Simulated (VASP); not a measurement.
ReB6:

```
CELL_PARAMETERS angstrom
2.20251 1.27162 3.35768
-2.20251 1.27162 3.35768
0.00000 -2.54324 3.35768
ATOMIC_POSITIONS crystal
Re 0.50000 0.50000 0.50000
B 0.97631 0.66644 0.33930
B 0.33930 0.97631 0.66644
B 0.66644 0.33930 0.97631
B 0.02369 0.33356 0.66070
B 0.66070 0.02369 0.33356
B 0.33356 0.66070 0.02369
```

- Program: VASP 6.6.1
- Task: relaxation of cell and atoms
- Functional: PBE
- Potentials or basis: VASP PAW PBE potentials, release 64 (Re, B)
- Cutoff: 600 eV
- k mesh: 6 × 6 × 6
- Occupations: gaussian, width 0.1 eV
- Spin: no spin polarisation

At the start: pressure 86.6 GPa; volume 8.06 Å³/atom.

**Question.** How do energy, volume and symmetry change on relaxing?

**Answer.** Over 16 steps the energy falls by 1166.4 meV/atom and the volume is 8.88 Å³/atom (+10.1 %); space group R-3m (No. 166, to 0.05 Å).

Step by step:
```csv
step,energy change (eV),largest force (eV/Å),pressure (GPa),volume (Å³)
1,0.0000,1.6136,86.60,56.42
2,-2.1615,0.7651,-36.66,97.86
3,-5.7548,1.5785,-9.35,75.51
4,-5.7627,1.5833,-7.91,74.92
5,-6.8294,0.7367,-7.93,72.53
6,-6.9735,1.2441,-5.91,71.43
7,-7.4640,0.6462,2.00,66.92
8,-7.5963,0.7967,9.33,63.93
9,-7.9082,0.6868,2.22,64.06
10,-8.0202,0.7841,-4.90,63.97
11,-8.0210,0.7599,-3.78,64.01
12,-8.1319,0.4120,-1.79,62.80
13,-8.1569,0.1695,-0.06,61.95
14,-8.1569,0.1587,0.02,61.91
15,-8.1620,0.0919,0.15,62.00
16,-8.1645,0.0205,0.34,62.13
```

Final structure:
```cif
data_structure
_symmetry_space_group_name_H-M 'P 1'
_symmetry_Int_Tables_number 1
_cell_length_a 3.9642
_cell_length_b 3.9642
_cell_length_c 3.9642
_cell_angle_alpha 87.526
_cell_angle_beta 87.526
_cell_angle_gamma 87.526
_cell_volume 62.13
loop_
_atom_site_label
_atom_site_type_symbol
_atom_site_fract_x
_atom_site_fract_y
_atom_site_fract_z
_atom_site_occupancy
Re1 Re 0.50000 0.50000 0.50000 1
B1 B 0.00023 0.67921 0.32085 1
B2 B 0.32085 0.00023 0.67921 1
B3 B 0.67921 0.32085 0.00023 1
B4 B 0.99977 0.32079 0.67915 1
B5 B 0.67915 0.99977 0.32079 1
B6 B 0.32079 0.67915 0.99977 1
```
